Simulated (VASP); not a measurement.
# ScZnSi (I4/mmm) in VASP: density of states with PBE

Aim: the density of states of ScZnSi with PBE.

Program: VASP 6.6.1. These are calculated values, not measurements. Logs are shortened: lines on timing, memory, paths and dates and some standing lists are left out, and cuts for length are marked.

## Step 1: The cell of the first run

Symmetry: I4/mmm, No. 139, tetragonal system. Conventional cell: a = 3.828 Å, b = 3.828 Å, c = 14.000 Å, α = 90.00°, β = 90.00°, γ = 90.00°. Within 3.4 Å of Sc (site symmetry mmm) lie 4 Si at 2.55 Å and 4 Sc at 2.71 Å and 4 Zn at 3.11 Å. Within 3.4 Å of Si (site symmetry 4mm) lie 4 Sc at 2.55 Å and 5 Zn at 2.81 to 2.87 Å and 1 Si at 3.36 Å. Zn (site symmetry 4mm) has 5 Si at 2.81 to 2.87 Å and 4 Sc at 3.11 Å and 4 Zn at 3.42 Å within 3.7 Å.

## Step 2: Density of states, PBE

POSCAR reads:

```
ScZnSi
1.0
    0.0000000000      3.8284640000      0.0000000000
    3.8284640000      0.0000000000      0.0000000000
    1.9142320000      1.9142320000     -7.0001060000
Sc Si Zn
2 2 2
Direct
    0.5000000000      0.0000000000      0.0000000000
    0.0000000000      0.5000000000      0.0000000000
    0.1200000000      0.1200000000      0.7600000000
    0.8800000000      0.8800000000      0.2400000000
    0.3249000000      0.3249000000      0.3502000000
    0.6751000000      0.6751000000      0.6498000000
```

INCAR.step1 reads:

```
SYSTEM = ScZnSi
PREC     = Accurate       ! precision mode
ENCUT    = 520            ! plane-wave cutoff, eV
EDIFF    = 1E-6           ! SCF threshold, eV
ISMEAR   = 1              ! smearing method
SIGMA    = 0.0226         ! smearing width, eV
LREAL    = .False.        ! projectors in reciprocal space
LASPH    = .True.         ! aspherical terms in the spheres
NELM     = 80             ! most SCF steps
ALGO     = Normal         ! electronic algorithm
ISIF     = 2              ! what is computed and relaxed
LWAVE    = .False.        ! write WAVECAR
LCHARG   = .True.         ! write CHGCAR
LMAXMIX  = 4              ! l up to which the mixer works
GGA      = PE             ! functional
NBANDS   = 36             ! bands
```

KPOINTS.step1 reads:

```
Automatic mesh
0
Gamma
  7 7 7
  0 0 0
```

INCAR.step2 reads:

```
SYSTEM = ScZnSi
PREC     = Accurate       ! precision mode
ENCUT    = 520            ! plane-wave cutoff, eV
EDIFF    = 1E-6           ! SCF threshold, eV
ISMEAR   = -5             ! smearing method
SIGMA    = 0.0226         ! smearing width, eV
LREAL    = .False.        ! projectors in reciprocal space
LASPH    = .True.         ! aspherical terms in the spheres
NELM     = 80             ! most SCF steps
ALGO     = Normal         ! electronic algorithm
ISIF     = 2              ! what is computed and relaxed
LWAVE    = .False.        ! write WAVECAR
LCHARG   = .False.        ! write CHGCAR
LMAXMIX  = 4              ! l up to which the mixer works
GGA      = PE             ! functional
LORBIT   = 11             ! projections on sites
NBANDS   = 36             ! bands
NEDOS    = 1001           ! points of the DOS
ICHARG   = 11             ! starting density
```

KPOINTS.step2 reads:

```
Automatic mesh
0
Gamma
  11 11 11
  0 0 0
```

Potentials or basis: VASP PAW PBE potentials, release 64 (Sc_sv, Si, Zn).

The run is started by

```console
$ cat potpaw_PBE.64/Sc_sv/POTCAR potpaw_PBE.64/Si/POTCAR potpaw_PBE.64/Zn/POTCAR > POTCAR
$ cp INCAR.step1 INCAR
$ cp KPOINTS.step1 KPOINTS
$ mpirun -np 1 vasp_std > vasp.out
$ cp INCAR.step2 INCAR
$ cp KPOINTS.step2 KPOINTS
$ mpirun -np 1 vasp_std > vasp.out
```

OUTCAR:

```text
SYSTEM = ScZnSi
   PREC = Accurate
   ENCUT = 520
   EDIFF = 1E-6
   ISMEAR = -5
   LREAL = .False.
   LASPH = .True.
   NELM = 80
   ISIF = 2
   GGA = PE
   LORBIT = 11
   ICHARG = 11

 ion  position               nearest neighbor table
   1  0.500  0.000  0.000-   3 2.55   4 2.55   4 2.55   3 2.55   2 2.71   2 2.71   2 2.71   2 2.71
                             5 3.11   6 3.11   5 3.11   6 3.11
   2  0.000  0.500  0.000-   3 2.55   4 2.55   4 2.55   3 2.55   1 2.71   1 2.71   1 2.71   1 2.71
                             5 3.11   6 3.11   5 3.11   6 3.11
   3  0.120  0.120  0.760-   2 2.55   1 2.55   1 2.55   2 2.55   6 2.81   6 2.81   6 2.81   6 2.81
                             5 2.87
   4  0.880  0.880  0.240-   1 2.55   2 2.55   1 2.55   2 2.55   5 2.81   5 2.81   5 2.81   5 2.81
                             6 2.87
   5  0.325  0.325  0.350-   4 2.81   4 2.81   4 2.81   4 2.81   3 2.87   1 3.11   2 3.11   1 3.11
                             2 3.11
   6  0.675  0.675  0.650-   3 2.81   3 2.81   3 2.81   3 2.81   4 2.87   2 3.11   1 3.11   1 3.11
                             2 3.11

  LATTYP: Found a body centered tetragonal cell.
 ALAT       =     3.8284640000
 C/A-ratio  =     3.6568744018

  Lattice vectors:

 A1 = (  -1.9142320000,   1.9142320000,   7.0001060000)
 A2 = (   1.9142320000,  -1.9142320000,   7.0001060000)
 A3 = (   1.9142320000,   1.9142320000,  -7.0001060000)

Analysis of symmetry for initial positions (statically):
=====================================================================
 Subroutine PRICEL returns:
 Original cell was already a primitive cell.

 Routine SETGRP: Setting up the symmetry group for a
 body centered tetragonal supercell.

 Subroutine GETGRP returns: Found 16 space group operations
 (whereof 16 operations were pure point group operations)
 out of a pool of 16 trial point group operations.

The static configuration has the point symmetry D_4h.

Analysis of symmetry for dynamics (positions and initial velocities):
=====================================================================
 Subroutine PRICEL returns:
 Original cell was already a primitive cell.

 Routine SETGRP: Setting up the symmetry group for a
 body centered tetragonal supercell.

 Subroutine GETGRP returns: Found 16 space group operations
 (whereof 16 operations were pure point group operations)
 out of a pool of 16 trial point group operations.

The dynamic configuration has the point symmetry D_4h.

 Subroutine INISYM returns: Found 16 space group operations
 (whereof 16 operations are pure point group operations),
 and found     1 'primitive' translations

----------------------------------------------------------------------------------------

                                     Primitive cell

  volume of cell :     102.6015

  direct lattice vectors                    reciprocal lattice vectors
     0.000000000  3.828464000  0.000000000     0.000000000  0.261201359  0.071427490
     3.828464000  0.000000000  0.000000000     0.261201359  0.000000000  0.071427490
     1.914232000  1.914232000 -7.000106000     0.000000000  0.000000000 -0.142854980

  length of vectors
     3.828464000  3.828464000  7.505334923     0.270791500  0.270791500  0.142854980

  position of ions in fractional coordinates (direct lattice)
     0.500000000  0.000000000  0.000000000
     0.000000000  0.500000000  0.000000000
     0.120000000  0.120000000  0.760000000
     0.880000000  0.880000000  0.240000000
     0.324900000  0.324900000  0.350200000
     0.675100000  0.675100000  0.649800000

  ion indices of the primitive-cell ions
   primitive index   ion index
                 1           1
                 2           2
                 3           3
                 4           4
                 5           5
                 6           6

----------------------------------------------------------------------------------------

 KPOINTS: Automatic mesh

Automatic generation of k-mesh.
 Grid dimensions read from file:
 generate k-points for:   11   11   11

 Generating k-lattice:

  Cartesian coordinates                     Fractional coordinates (reciprocal lattice)
     0.000000000  0.023745578  0.006493408     0.090909091  0.000000000  0.000000000
     0.023745578  0.000000000  0.006493408     0.000000000  0.090909091  0.000000000
     0.000000000  0.000000000 -0.012986816     0.000000000  0.000000000  0.090909091

  Length of vectors
     0.024617409  0.024617409  0.012986816

  Shift w.r.t. Gamma in fractional coordinates (k-lattice)
     0.000000000  0.000000000  0.000000000

 TETIRR: Found   3746 inequivalent tetrahedra from     7986

 Subroutine IBZKPT returns following result:
 ===========================================

 Found    126 irreducible k-points:

 Following reciprocal coordinates:
            Coordinates               Weight
  0.000000  0.000000  0.000000      1.000000
  0.090909  0.000000  0.000000      8.000000
  0.181818  0.000000  0.000000      8.000000
  0.272727  0.000000  0.000000      8.000000
  0.363636  0.000000  0.000000      8.000000
  0.454545  0.000000  0.000000      8.000000
[... 16 lines left out ...]
 -0.272727  0.181818 -0.000000     16.000000
 -0.181818  0.181818  0.000000      4.000000
 [... further k-points ...]
   k-points           NKPTS =    126   k-points in BZ     NKDIM =    126   number of bands    NBANDS=     36
   number of dos      NEDOS =   1001   number of ions     NIONS =      6
   total plane-waves  NPLWV =  43904
   dimension x,y,z NGX =    28 NGY =   28 NGZ =   56
   dimension x,y,z NGXF=    56 NGYF=   56 NGZF=  112
   ions per type =               2   2   2
   NGX,Y,Z   is equivalent  to a cutoff of  12.16, 12.16, 12.40 a.u.
   NGXF,Y,Z  is equivalent  to a cutoff of  24.32, 24.32, 24.81 a.u.
 SYSTEM =  ScZnSi
   PREC   = accura    normal or accurate (medium, high low for compatibility)
   ISTART =      0    job   : 0-new  1-cont  2-samecut
   ICHARG =     11    charge: 1-file 2-atom 10-const
   ISPIN  =      1    spin polarized calculation?
   LNONCOLLINEAR =      F non collinear calculations
   LSORBIT =      F    spin-orbit coupling
   LASPH  =      T    aspherical Exc in radial PAW
   ENCUT  =  520.0 eV  38.22 Ry    6.18 a.u.   7.12  7.12 13.95*2*pi/ulx,y,z
   NELM   =     80;   NELMIN=  2; NELMDL=  0     # of ELM steps
   EDIFF  = 0.1E-05   stopping-criterion for ELM
   LREAL  =      F    real-space projection
   EDIFFG = 0.1E-04   stopping-criterion for IOM
   NSW    =      0    number of steps for IOM
   IBRION =     -1    ionic relax: 0-MD 1-quasi-New 2-CG
   NFREE  =      0    steps in history (QN), initial steepest desc. (CG)
   ISIF   =      2    stress and relaxation
   ISYM   =      2    0-nonsym 1-usesym 2-fastsym
   POTIM  = 0.5000    time-step for ionic-motion
   TEBEG  =    0.0;   TEEND  =   0.0 temperature during run
   PSTRESS=    0.0 pullay stress
   NELECT =      54.0000    total number of electrons
   NUPDOWN=      -1.0000    fix difference up-down
   EMIN   =  10.00;   EMAX   =-10.00  energy-range for DOS
   EFERMI =   0.00;   METHOD = LEGACY
   ISMEAR =    -5;   SIGMA  =   0.02  broadening in eV -4-tet -1-fermi 0-gaus
   EFERMI_NEDOS =   21; number of points for ismear=-14 and -15
   IALGO  =     38    algorithm
   IMIX   =      4    mixing-type and parameters
     AMIX     =   0.40;   BMIX     =  1.00
     AMIX_MAG =   1.60;   BMIX_MAG =  1.00
  volume/ion in A,a.u.               =      17.10       115.40
  Fermi-wavevector in a.u.,A,eV,Ry     =   1.321767  2.497777 23.770295  1.747067
  Thomas-Fermi vector in A             =   2.451497
   LORBIT       =     11    0 simple, 1 ext, 2 COOP (PROOUT), +10 PAW based schemes
   GGA     = PE    functional components
   LHFCALC =     F    Hartree Fock is set to
   AEXX    =    0.0000 exact exchange contribution
   IVDW    =     0    specifies the selected vdW correction
   LEPSILON=     F    determine dielectric tensor
   LRPA    =     F    only Hartree local field effects (RPA)
 non-spin polarized calculation
 Fermi weights with tetrahedron method with Bloechl corrections
  energy-cutoff  :      520.00
  volume of cell :      102.60
 maximum number of plane-waves:      2779

 number of electron      54.0000005 magnetization

 Free energy of the ion-electron system (eV)
  ---------------------------------------------------
  ext. energy  EPLUGINS =         0.00000000
  ---------------------------------------------------
  free energy    TOTEN  =       -24.27545629 eV

  energy without entropy =      -24.27545629  energy(sigma->0) =      -24.27545629

 E-fermi :   5.0602     XC(G=0): -10.8519

 val. band max:        5.1196517930   @ k =   0.0000   0.0000   0.2727
 cond. band min:       5.0019668733   @ k =  -0.0909  -0.0909   0.0909
 fundamental gap:     -0.1176849197
 Fermi energy:         5.0601618250

 k-point     1 :       0.0000    0.0000    0.0000
  band No.  band energies     occupation
      1     -43.5350      2.00000
      2     -43.1837      2.00000
      3     -22.6532      2.00000
      4     -22.6532      2.00000
      5     -22.2979      2.00000
      6     -21.9468      2.00000
[... 28 lines left out ...]
     35       8.8072      0.00000
     36       8.8554      0.00000

 k-point     2 :       0.0909    0.0000    0.0000
  band No.  band energies     occupation
      1     -43.5278      2.00000
      2     -43.1907      2.00000
      3     -22.6387      2.00000
      4     -22.6344      2.00000
      5     -22.2904      2.00000
      6     -21.9534      2.00000
[... 28 lines left out ...]
     35       8.8048      0.00000
     36       9.1394      0.00000

 k-point     3 :       0.1818    0.0000    0.0000
  band No.  band energies     occupation
      1     -43.5068      2.00000
      2     -43.2112      2.00000
      3     -22.5955      2.00000
      4     -22.5793      2.00000
      5     -22.2684      2.00000
      6     -21.9728      2.00000
[... 28 lines left out ...]
     35       8.9407      0.00000
     36       9.4710      0.00000
[... 742 lines left out ...]
 k-point    23 :      -0.2727    0.1818   -0.0000
  band No.  band energies     occupation
      1     -43.4547      2.00000
      2     -43.2611      2.00000
      3     -22.7273      2.00000
      4     -22.2134      2.00000
      5     -22.2001      2.00000
      6     -22.1962      2.00000
[... 28 lines left out ...]
     35       9.2089      0.00000
     36       9.5616      0.00000

 k-point    24 :      -0.1818    0.1818    0.0000
  band No.  band energies     occupation
      1     -43.4828      2.00000
      2     -43.2341      2.00000
      3     -22.7184      2.00000
      4     -22.3441      2.00000
      5     -22.2429      2.00000
      6     -22.0327      2.00000
[... 28 lines left out ...]
     35       9.6262      0.00000
     36      10.1147      0.00000

 [... further k-points ...]
[... 5 lines left out ...]
  --------------------------------------------------------------------------------------
  -------------------------------------------------------------------------------------
  Total       10.6893565     10.6893565      2.8855895      0.0000000     -0.0000000      0.0000000
  in kB      166.9200063    166.9200063     45.0600199      0.0000000     -0.0000000      0.0000000
  external PRESSURE =     126.3000108 kB  Pullay stress =       0.0000000 kB

 VOLUME and BASIS-vectors are now :
 -----------------------------------------------------------------------------
  energy-cutoff  :      520.00
  volume of cell :      102.60
      direct lattice vectors                 reciprocal lattice vectors
     0.000000000  3.828464000  0.000000000     0.000000000  0.261201359  0.071427490
     3.828464000  0.000000000  0.000000000     0.261201359  0.000000000  0.071427490
     1.914232000  1.914232000 -7.000106000     0.000000000  0.000000000 -0.142854980

 POSITION                                       TOTAL-FORCE (eV/Angst)
 -----------------------------------------------------------------------------------
      0.00000      1.91423      0.00000         0.000000      0.000000      0.000000
      1.91423      0.00000      0.00000         0.000000      0.000000      0.000000
      1.91423      1.91423     -5.32008         0.000000      0.000000      3.991644
      3.82846      3.82846     -1.68003        -0.000000     -0.000000     -3.991644
      1.91423      1.91423     -2.45144         0.000000      0.000000     -0.036199
      3.82846      3.82846     -4.54867         0.000000      0.000000      0.036199
 -----------------------------------------------------------------------------------
    total drift:                                0.000000     -0.000000     -0.000000

  FREE ENERGIE OF THE ION-ELECTRON SYSTEM (eV)
  ---------------------------------------------------
  free  energy   TOTEN  =       -24.2754562936 eV

  energy  without entropy=      -24.2754562936  energy(sigma->0) =      -24.27545629

 total charge

# of ion       s       p       d       tot
------------------------------------------
    1        2.277   6.209   1.470   9.957
    2        2.277   6.209   1.470   9.957
    3        0.801   0.915   0.000   1.715
    4        0.801   0.915   0.000   1.715
    5        0.557   0.352   9.730  10.639
    6        0.557   0.352   9.730  10.639
--------------------------------------------------
tot          7.269  14.952  22.401  44.621
```

Run time: 10 min. Hardware: 1 thread of Oxide Virtual Turin-like, shared host; peak memory 0.46 GiB.

Results:

* Valence electrons inside the program's atomic spheres: Sc 9.96; Si 1.72; Zn 10.64

Levels at points of the mesh, in eV from the Fermi level:
| k point | band 23 | band 24 | band 25 | band 26 | band 27 | band 28 | band 29 | band 30 | band 31 | band 32 |
| --- | --- | --- | --- | --- | --- | --- | --- | --- | --- | --- |
| (0.00, 0.00, 0.00) | -1.97 | -1.97 | -0.42 | -0.16 | 0.48 | 0.48 | 0.57 | 1.56 | 2.14 | 3.29 |

Caveat: tetrahedron occupations give inexact forces and stress in metals.
